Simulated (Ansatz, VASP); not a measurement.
# InAs in VASP and in Ansatz

```
CELL_PARAMETERS angstrom
6.08830 0.00000 0.00000
0.00000 4.30508 0.00000
0.00000 0.00000 24.61016
ATOMIC_POSITIONS crystal
In 0.55362 0.50000 0.34496
In 0.97405 0.00000 0.40926
In 0.48041 0.50000 0.50000
In 0.97404 0.00000 0.59074
In 0.55362 0.50000 0.65505
As 0.76375 0.00000 0.31479
As 0.22581 0.50000 0.41298
As 0.73511 0.00000 0.50000
As 0.22581 0.50000 0.58702
As 0.76376 0.00000 0.68521
```

Alike in both runs: functional PBEsol; k mesh 6 × 8 × 1; occupations gaussian, width 0.1 eV; no spin polarisation.

Ansatz relaxed the structure, and its values are those at the end. VASP's run is a single point on that final structure, the one shown.

|  | VASP | Ansatz |
| --- | --- | --- |
| version | VASP 6.6.1 | Ansatz 0.2.0 |
| potentials or method | VASP PAW PBE potentials, release 64 (In_d, As), cutoff 520 eV | plane-wave PAW, scalar-relativistic |
| valence electrons in the cell | 90 | 140 |

Ansatz gave:

| Item | Value |
| --- | --- |
| rms of the force components (eV/Å) | 0.002 |

**Question.** Estimate VASP's values.

**Answer.** rms of the force components (eV/Å): 0.005.

VASP's potentials were made for PBE, not for PBEsol, and Ansatz warns of the same on its side. The functional is the same, so the differences come from potentials, cutoffs and numerics. VASP's potentials hold 90 valence electrons a cell and Ansatz's 140, so a difference there can come from the potentials and not from the codes.
